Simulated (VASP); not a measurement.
# SnO (Pmn2_1) in VASP: single point with LDA

Aim: the single point of SnO with LDA.

Program: VASP 6.6.1. These are calculated values, not measurements. Logs are shortened: lines on timing, memory, paths and dates and some standing lists are left out, and cuts for length are marked.

## (1) The cell of the first run

The structure is orthorhombic, space group Pmn2_1 (No. 31). Conventional cell: a = 3.355 Å, b = 5.674 Å, c = 4.222 Å, α = 90.00°, β = 90.00°, γ = 90.00°. Sn (site symmetry m) has 3 O at 2.15 to 2.16 Å within 2.8 Å. Within 2.8 Å of O (site symmetry m) lie 3 Sn at 2.15 to 2.16 Å.

## (2) Single point, LDA

INCAR

```
ALGO = Normal
EDIFF = 1E-7
ENCUT = 520
GGA = CA
ISIF = 2
ISMEAR = 0
LASPH = True
LCHARG = False
LREAL = False
LWAVE = False
NBANDS = 28
NELM = 80
PREC = Accurate
SIGMA = 0.01
```

KPOINTS

```
k-points
0
Gamma
  6 4 6
```

POSCAR

```
SnO
1.0
    3.3550050000      0.0000000000      0.0000000000
    0.0000000000      5.6741040000      0.0000000000
    0.0000000000      0.0000000000      4.2219700000
Sn O
2 2
Direct
    0.0000000000      0.2319090000      0.5131440000
    0.5000000000      0.7680910000      0.0131440000
    0.0000000000      0.8912500000      0.7368570000
    0.5000000000      0.1087500000      0.2368570000
```

Potentials or basis: VASP PAW LDA potentials, release 64 (Sn_d, O).

Started as:

```
cat potpaw_LDA.64/Sn_d/POTCAR potpaw_LDA.64/O/POTCAR > POTCAR
mpirun -np 1 vasp_std > vasp.out
```

OUTCAR:

```text
EDIFF = 1E-7
   ENCUT = 520
   GGA = CA
   ISIF = 2
   ISMEAR = 0
   LASPH = True
   LREAL = False
   NELM = 80
   PREC = Accurate

 ion  position               nearest neighbor table
   1  0.000  0.232  0.513-   3 2.15   4 2.16   4 2.16
   2  0.500  0.768  0.013-   4 2.15   3 2.16   3 2.16
   3  0.000  0.891  0.737-   1 2.15   2 2.16   2 2.16
   4  0.500  0.109  0.237-   2 2.15   1 2.16   1 2.16

  LATTYP: Found a simple orthorhombic cell.
 ALAT       =     3.3550050000
 B/A-ratio  =     1.2584094510
 C/A-ratio  =     1.6912356315

  Lattice vectors:

 A1 = (  -3.3550050000,   0.0000000000,   0.0000000000)
 A2 = (   0.0000000000,   0.0000000000,   4.2219700000)
 A3 = (   0.0000000000,   5.6741040000,   0.0000000000)

Analysis of symmetry for initial positions (statically):
=====================================================================
 Subroutine PRICEL returns:
 Original cell was already a primitive cell.

 Routine SETGRP: Setting up the symmetry group for a
 simple orthorhombic supercell.

 Subroutine GETGRP returns: Found  4 space group operations
 (whereof  2 operations were pure point group operations)
 out of a pool of  8 trial point group operations.

The static configuration has the point symmetry C_1h.
 The point group associated with its full space group is C_2v.

Analysis of symmetry for dynamics (positions and initial velocities):
=====================================================================
 Subroutine PRICEL returns:
 Original cell was already a primitive cell.

 Routine SETGRP: Setting up the symmetry group for a
 simple orthorhombic supercell.

 Subroutine GETGRP returns: Found  4 space group operations
 (whereof  2 operations were pure point group operations)
 out of a pool of  8 trial point group operations.

The dynamic configuration has the point symmetry C_1h.
 The point group associated with its full space group is C_2v.

 Subroutine INISYM returns: Found  4 space group operations
 (whereof  2 operations are pure point group operations),
 and found     1 'primitive' translations

----------------------------------------------------------------------------------------

                                     Primitive cell

  volume of cell :      80.3722

  direct lattice vectors                    reciprocal lattice vectors
     3.355005000  0.000000000  0.000000000     0.298062149  0.000000000  0.000000000
     0.000000000  5.674104000  0.000000000     0.000000000  0.176239279  0.000000000
     0.000000000  0.000000000  4.221970000     0.000000000  0.000000000  0.236856254

  length of vectors
     3.355005000  5.674104000  4.221970000     0.298062149  0.176239279  0.236856254

  position of ions in fractional coordinates (direct lattice)
     0.000000000  0.231909000  0.513144000
     0.500000000  0.768091000  0.013144000
     0.000000000  0.891250000  0.736857000
     0.500000000  0.108750000  0.236857000

  ion indices of the primitive-cell ions
   primitive index   ion index
                 1           1
                 2           2
                 3           3
                 4           4

----------------------------------------------------------------------------------------

 KPOINTS: k-points

Automatic generation of k-mesh.
 Grid dimensions read from file:
 generate k-points for:    6    4    6

 Generating k-lattice:

  Cartesian coordinates                     Fractional coordinates (reciprocal lattice)
     0.049677025  0.000000000  0.000000000     0.166666667  0.000000000  0.000000000
     0.000000000  0.044059820  0.000000000     0.000000000  0.250000000  0.000000000
     0.000000000  0.000000000  0.039476042     0.000000000  0.000000000  0.166666667

  Length of vectors
     0.049677025  0.044059820  0.039476042

  Shift w.r.t. Gamma in fractional coordinates (k-lattice)
     0.000000000  0.000000000  0.000000000

 Subroutine IBZKPT returns following result:
 ===========================================

 Found     48 irreducible k-points:

 Following reciprocal coordinates:
            Coordinates               Weight
  0.000000  0.000000  0.000000      1.000000
  0.166667  0.000000  0.000000      2.000000
  0.333333  0.000000  0.000000      2.000000
  0.500000  0.000000  0.000000      1.000000
  0.000000  0.250000  0.000000      2.000000
  0.166667  0.250000  0.000000      4.000000
[... 16 lines left out ...]
  0.333333  0.500000  0.166667      4.000000
  0.500000  0.500000  0.166667      2.000000
 [... further k-points ...]
   k-points           NKPTS =     48   k-points in BZ     NKDIM =     48   number of bands    NBANDS=     28
   number of dos      NEDOS =    301   number of ions     NIONS =      4
   total plane-waves  NPLWV =  37632
   dimension x,y,z NGX =    28 NGY =   42 NGZ =   32
   dimension x,y,z NGXF=    56 NGYF=   84 NGZF=   64
   ions per type =               2   2
   NGX,Y,Z   is equivalent  to a cutoff of  13.87, 12.31, 12.60 a.u.
   NGXF,Y,Z  is equivalent  to a cutoff of  27.75, 24.61, 25.20 a.u.
 SYSTEM =  unknown system
   PREC   = accura    normal or accurate (medium, high low for compatibility)
   ISTART =      0    job   : 0-new  1-cont  2-samecut
   ICHARG =      2    charge: 1-file 2-atom 10-const
   ISPIN  =      1    spin polarized calculation?
   LNONCOLLINEAR =      F non collinear calculations
   LSORBIT =      F    spin-orbit coupling
   LASPH  =      T    aspherical Exc in radial PAW
   ENCUT  =  520.0 eV  38.22 Ry    6.18 a.u.   6.24 10.55  7.85*2*pi/ulx,y,z
   NELM   =     80;   NELMIN=  2; NELMDL= -5     # of ELM steps
   EDIFF  = 0.1E-06   stopping-criterion for ELM
   LREAL  =      F    real-space projection
   EDIFFG = 0.1E-05   stopping-criterion for IOM
   NSW    =      0    number of steps for IOM
   IBRION =     -1    ionic relax: 0-MD 1-quasi-New 2-CG
   NFREE  =      0    steps in history (QN), initial steepest desc. (CG)
   ISIF   =      2    stress and relaxation
   ISYM   =      2    0-nonsym 1-usesym 2-fastsym
   POTIM  = 0.5000    time-step for ionic-motion
   TEBEG  =    0.0;   TEEND  =   0.0 temperature during run
   PSTRESS=    0.0 pullay stress
   NELECT =      40.0000    total number of electrons
   NUPDOWN=      -1.0000    fix difference up-down
   EMIN   =  10.00;   EMAX   =-10.00  energy-range for DOS
   EFERMI =   0.00;   METHOD = LEGACY
   ISMEAR =     0;   SIGMA  =   0.01  broadening in eV -4-tet -1-fermi 0-gaus
   EFERMI_NEDOS =   21; number of points for ismear=-14 and -15
   IALGO  =     38    algorithm
   IMIX   =      4    mixing-type and parameters
     AMIX     =   0.40;   BMIX     =  1.00
     AMIX_MAG =   1.60;   BMIX_MAG =  1.00
  volume/ion in A,a.u.               =      20.09       135.59
  Fermi-wavevector in a.u.,A,eV,Ry     =   1.297357  2.451650 22.900458  1.683136
  Thomas-Fermi vector in A             =   2.428755
   LORBIT       =      0    0 simple, 1 ext, 2 COOP (PROOUT), +10 PAW based schemes
   GGA     = CA    functional components
   LHFCALC =     F    Hartree Fock is set to
   AEXX    =    0.0000 exact exchange contribution
   IVDW    =     0    specifies the selected vdW correction
   LEPSILON=     F    determine dielectric tensor
   LRPA    =     F    only Hartree local field effects (RPA)
 non-spin polarized calculation
 Gauss-broadening in eV      SIGMA  =   0.01
  energy-cutoff  :      520.00
  volume of cell :       80.37
 maximum number of plane-waves:      2182
 NGX is ok and might be reduce to    28
   NGX = 13   NGY = 21   NGZ = 15

 number of electron      39.9999992 magnetization

 Free energy of the ion-electron system (eV)
  ---------------------------------------------------
  ext. energy  EPLUGINS =         0.00000000
  ---------------------------------------------------
  free energy    TOTEN  =       -25.18290113 eV

  energy without entropy =      -25.18290113  energy(sigma->0) =      -25.18290113

 E-fermi :   4.6291     XC(G=0):  -9.9655

 val. band max:        4.5243252021   @ k =   0.0000   0.0000   0.0000
 cond. band min:       6.1226511276   @ k =   0.3333   0.5000   0.0000
 fundamental gap:      1.5983259254
 Fermi energy:         4.6290891125

 k-point     1 :       0.0000    0.0000    0.0000
  band No.  band energies     occupation
      1     -16.5526      2.00000
      2     -16.2461      2.00000
      3     -16.1600      2.00000
      4     -16.1358      2.00000
      5     -16.1090      2.00000
      6     -16.0758      2.00000
[... 20 lines left out ...]
     27      13.1713      0.00000
     28      13.7415      0.00000

 k-point     2 :       0.1667    0.0000    0.0000
  band No.  band energies     occupation
      1     -16.5409      2.00000
      2     -16.2444      2.00000
      3     -16.1773      2.00000
      4     -16.1432      2.00000
      5     -16.1214      2.00000
      6     -16.0767      2.00000
[... 20 lines left out ...]
     27      13.0982      0.00000
     28      13.9098      0.00000

 k-point     3 :       0.3333    0.0000    0.0000
  band No.  band energies     occupation
      1     -16.5338      2.00000
      2     -16.3970      2.00000
      3     -16.1315      2.00000
      4     -16.1192      2.00000
      5     -16.1022      2.00000
      6     -16.0837      2.00000
[... 20 lines left out ...]
     27      12.6266      0.00000
     28      14.1512      0.00000

 k-point     4 :       0.5000    0.0000    0.0000
  band No.  band energies     occupation
      1     -16.5063      2.00000
      2     -16.5063      2.00000
      3     -16.1204      2.00000
      4     -16.1204      2.00000
      5     -16.0863      2.00000
      6     -16.0863      2.00000
[... 578 lines left out ...]
     27      13.8476      0.00000
     28      14.8335      0.00000

 k-point    23 :       0.3333    0.5000    0.1667
  band No.  band energies     occupation
      1     -16.5321      2.00000
      2     -16.4139      2.00000
      3     -16.1291      2.00000
      4     -16.1284      2.00000
      5     -16.0951      2.00000
      6     -16.0850      2.00000
[... 20 lines left out ...]
     27      13.6938      0.00000
     28      14.2067      0.00000

 k-point    24 :       0.5000    0.5000    0.1667
  band No.  band energies     occupation
      1     -16.5153      2.00000
      2     -16.5153      2.00000
      3     -16.1245      2.00000
      4     -16.1245      2.00000
      5     -16.0798      2.00000
      6     -16.0798      2.00000
[... 20 lines left out ...]
     27      13.6252      0.00000
     28      13.6252      0.00000

 [... further k-points ...]

------------------------ aborting loop because EDIFF is reached ----------------------------------------

  FORCE on cell =-STRESS in cart. coord.  units (eV):
  Direction    XX          YY          ZZ          XY          YZ          ZX
  --------------------------------------------------------------------------------------
  -------------------------------------------------------------------------------------
  Total       -3.0692913     -2.4327342     -2.3132843      0.0000000      0.0000000      0.0000000
  in kB      -61.1847355    -48.4952976    -46.1141261      0.0000000      0.0000000      0.0000000
  external PRESSURE =     -51.9313864 kB  Pullay stress =       0.0000000 kB

 VOLUME and BASIS-vectors are now :
 -----------------------------------------------------------------------------
  energy-cutoff  :      520.00
  volume of cell :       80.37
      direct lattice vectors                 reciprocal lattice vectors
     3.355005000  0.000000000  0.000000000     0.298062149  0.000000000  0.000000000
     0.000000000  5.674104000  0.000000000     0.000000000  0.176239279  0.000000000
     0.000000000  0.000000000  4.221970000     0.000000000  0.000000000  0.236856254

 POSITION                                       TOTAL-FORCE (eV/Angst)
 -----------------------------------------------------------------------------------
      0.00000      1.31588      2.16648         0.000000     -0.617849     -0.190806
      1.67750      4.35823      0.05549         0.000000      0.617849     -0.190806
      0.00000      5.05705      3.11099         0.000000      0.176676      0.190806
      1.67750      0.61706      1.00000         0.000000     -0.176676      0.190806
 -----------------------------------------------------------------------------------
    total drift:                                0.000000      0.000000     -0.000108

  FREE ENERGIE OF THE ION-ELECTRON SYSTEM (eV)
  ---------------------------------------------------
  free  energy   TOTEN  =       -25.1829011290 eV

  energy  without entropy=      -25.1829011290  energy(sigma->0) =      -25.18290113
```

Run time: 56 s. Hardware: 1 thread of Intel Xeon Platinum 8488C (Sapphire Rapids), shared host; peak memory 0.21 GiB.

Results:

| Quantity | Value |
| --- | --- |
| Free energy | -25.1829 eV |
| Pressure | -5.2 GPa |
| Largest force | 0.647 eV/Å |
| Band gap on the k mesh | 1.60 eV, indirect (least direct gap 2.35 eV) |

Forces on the atoms (eV/Å):
```
Sn   0.000 -0.618 -0.191
Sn   0.000  0.618 -0.191
O    0.000  0.177  0.191
O    0.000 -0.177  0.191
```

Levels at points of the mesh, in eV from the valence-band top:
| k point | band 17 | band 18 | band 19 | band 20 | band 21 | band 22 | band 23 | band 24 |
| --- | --- | --- | --- | --- | --- | --- | --- | --- |
| (0.00, 0.00, 0.00) | -3.49 | -2.62 | -2.02 | 0.00 | 2.59 | 3.12 | 5.81 | 5.81 |
| (0.50, 0.00, 0.00) | -2.56 | -2.56 | -1.25 | -1.25 | 2.54 | 2.54 | 5.46 | 5.46 |
| (0.00, 0.50, 0.00) | -3.78 | -2.65 | -1.58 | -1.35 | 3.25 | 3.86 | 4.80 | 4.92 |
| (0.50, 0.50, 0.00) | -2.63 | -2.63 | -0.90 | -0.90 | 1.85 | 1.85 | 6.19 | 6.19 |
| (0.00, 0.00, 0.50) | -3.19 | -3.19 | -1.65 | -1.65 | 2.60 | 2.60 | 5.16 | 5.16 |
| (0.50, 0.00, 0.50) | -3.14 | -3.14 | -1.07 | -1.07 | 2.08 | 2.08 | 4.53 | 4.53 |
| (0.00, 0.50, 0.50) | -2.90 | -2.90 | -1.50 | -1.50 | 1.88 | 1.88 | 5.87 | 5.87 |
| (0.50, 0.50, 0.50) | -3.42 | -3.42 | -0.43 | -0.43 | 2.40 | 2.40 | 4.09 | 4.09 |

Caveat: spin-orbit coupling is left out, which moves the levels of the heavy elements. A k mesh can miss the band edges.
